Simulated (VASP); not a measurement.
Here is a VASP 6.6.1 calculation.

File INCAR:

```
ALGO = Fast ; EDIFF = 1E-6
ENCUT = 520 ; GGA = PE
ISIF = 2 ; ISMEAR = 0
LASPH = T ; LCHARG = F
LREAL = F ; LWAVE = F
NBANDS = 46 ; NELM = 60
PREC = Accurate ; SIGMA = 0.1
```

KPOINTS

```
k-points
0
Gamma
  12 12 4
```

The input POSCAR:

```
AlRu5
1.0
    2.8068995087      0.0000000000      0.0000000000
   -1.4034497543      2.4308462804      0.0000000000
    0.0000000000      0.0000000000     12.8974137316
Al Ru
1 5
Direct
    0.0000000000      0.0000000000      0.0000000000
    0.3333333333      0.6666666667      0.1666952778
    0.0000000000      0.0000000000      0.3329937023
    0.3333333333      0.6666666667      0.5000000000
    0.3333333333      0.6666666667      0.8333047222
    0.0000000000      0.0000000000      0.6670062977
```

Potentials or basis: VASP PAW PBE potentials, release 64 (Al, Ru_pv).

Launch:

```console
$ cat potpaw_PBE.64/Al/POTCAR potpaw_PBE.64/Ru_pv/POTCAR > POTCAR
$ mpirun -np 1 vasp_std > vasp.out
```

Problem. What does it give for the pressure?

Solution. -13.6 GPa.

Problem. What does it give for the largest force?

Solution. 0.011 eV/Å.

Problem. Predict the band gap on the k mesh.

Solution. Zero (an odd number of electrons rules out a gap without spin polarisation).

Forces in eV/Å, atoms in the order of the input:
```
Al   0.000  0.000  0.000
Ru   0.000  0.000  0.008
Ru   0.000  0.000 -0.011
Ru   0.000  0.000  0.000
Ru   0.000  0.000 -0.008
Ru   0.000  0.000  0.011
```

Caveat: the cell stands under tension.
